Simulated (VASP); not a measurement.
SnO2, 12 atoms in the cell. The structure is orthorhombic, space group Pbcn (No. 60). The conventional cell has a = 4.488 Å, b = 5.581 Å, c = 4.965 Å, α = 90.00°, β = 90.00°, γ = 90.00°. Sn (site symmetry 2) has 6 O at 1.95 to 2.03 Å within 2.6 Å. Within 2.6 Å of O (site symmetry 1) lie 3 Sn at 1.95 to 2.03 Å and 1 O at 2.50 Å. 

```yaml
Program: VASP 6.6.1
Task: single point
Functional: LDA
Potentials_or_basis: VASP PAW LDA potentials, release 64 (Sn_d, O)
Cutoff: 520 eV
k_mesh: 6 × 6 × 6
Occupations: gaussian, width 0.05 eV
Spin: no spin polarisation
Dipole_correction: no
Further_INCAR_settings: ALGO = Normal; EDIFF = 1e-06; NBANDS = 64
```

Potentials or basis: VASP PAW LDA potentials, release 64 (Sn_d, O).

Run with:

```sh
$ cat potpaw_LDA.64/Sn_d/POTCAR potpaw_LDA.64/O/POTCAR > POTCAR
$ mpirun -np 1 vasp_std > vasp.out
```

Hardware: 1 thread of AMD EPYC 7R13 Processor (Zen 3), on a shared host.

Estimate the wall time of this run.

It took 9.4 min on 1 thread of AMD EPYC 7R13 Processor (Zen 3), on a shared host, peak memory 0.4 GiB. Counts: scf iterations 15, k points 64.
